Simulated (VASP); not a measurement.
CO2:

```
CELL_PARAMETERS angstrom
2.69000 0.00000 0.00000
-1.34500 2.32961 0.00000
0.00000 0.00000 4.30400
ATOMIC_POSITIONS crystal
C 0.00000 0.00000 0.00000
O 0.33333 0.66667 0.25000
O 0.66667 0.33333 0.75000
```

| Quantity | Value |
| --- | --- |
| Program | VASP 6.6.1 |
| Task | relaxation of cell and atoms |
| Functional | PBE |
| Potentials or basis | VASP PAW PBE potentials, release 64 (C, O) |
| Cutoff | 600 eV |
| k mesh | 9 × 9 × 5 |
| Occupations | methfessel-paxton, width 0.01 eV |
| Spin | no spin polarisation |

At the start: pressure -46.4 GPa; volume 8.99 Å³/atom.

Task: How do energy, volume and symmetry change on relaxing?

Result: Over 29 steps the energy falls by 814.9 meV/atom and the volume is 8.03 Å³/atom (-10.7 %); space group P-3m1 (No. 164, to 0.1 Å) before and after.

The path:
| step | energy change (eV) | largest force (eV/Å) | pressure (GPa) | volume (Å³) |
| --- | --- | --- | --- | --- |
| 1 | 0.0000 | 4.4328 | -46.35 | 26.97 |
| 2 | -1.4863 | 5.2436 | 54.53 | 18.04 |
| 3 | -2.1080 | 0.0848 | -6.87 | 20.50 |
| 4 | -2.1121 | 0.3315 | -4.21 | 20.34 |
| 5 | -2.2517 | 0.6857 | 14.45 | 19.31 |
| 6 | -2.2679 | 0.4249 | 9.38 | 19.55 |
| 7 | -2.3310 | 0.6963 | 2.62 | 20.37 |
| 8 | -2.3680 | 1.2815 | -8.13 | 22.27 |
| 9 | -2.3937 | 0.9756 | -6.81 | 22.51 |
| 10 | -2.4261 | 0.3642 | -3.97 | 22.96 |
| 11 | -2.4144 | 1.0308 | 2.82 | 23.85 |
| 12 | -2.4340 | 0.2230 | -1.16 | 23.32 |
| 13 | -2.4386 | 0.1625 | -0.31 | 23.36 |
| 14 | -2.4422 | 0.0112 | 1.91 | 23.45 |
| 15 | -2.4424 | 0.0385 | 1.51 | 23.43 |
| 16 | -2.4430 | 0.0568 | 0.66 | 23.54 |
| 17 | -2.4431 | 0.1125 | 0.17 | 23.60 |
| 18 | -2.4435 | 0.0788 | -0.19 | 23.68 |
| 19 | -2.4436 | 0.0446 | -0.55 | 23.77 |
| 20 | -2.4439 | 0.0153 | -0.04 | 23.77 |
| 21 | -2.4439 | 0.0503 | 0.27 | 23.77 |
| 22 | -2.4442 | 0.0247 | 0.40 | 23.79 |
| 23 | -2.4443 | 0.0140 | 0.61 | 23.82 |
| 24 | -2.4445 | 0.0393 | 0.27 | 23.88 |
| 25 | -2.4445 | 0.0905 | -0.39 | 24.01 |
| 26 | -2.4445 | 0.0758 | -0.21 | 23.97 |
| 27 | -2.4447 | 0.0510 | -0.23 | 24.01 |
| 28 | -2.4448 | 0.0011 | -0.27 | 24.08 |
| 29 | -2.4448 | 0.0085 | -0.10 | 24.08 |

Final structure:
```yaml
crystal:
  lattice:
    - [2.37253, 0.00000, 0.00000]
    - [-1.18627, 2.05467, 0.00000]
    - [0.00000, 0.00000, 4.93977]
  atoms:
    - { symbol: C, position: [0.00000, 0.00000, 0.00000] }
    - { symbol: O, position: [0.33333, 0.66667, 0.17813] }
    - { symbol: O, position: [0.66667, 0.33333, 0.82187] }
```

Caveat: this functional lacks dispersion, which binds layers or chains, so the pressure and a relaxed spacing across them are unreliable.
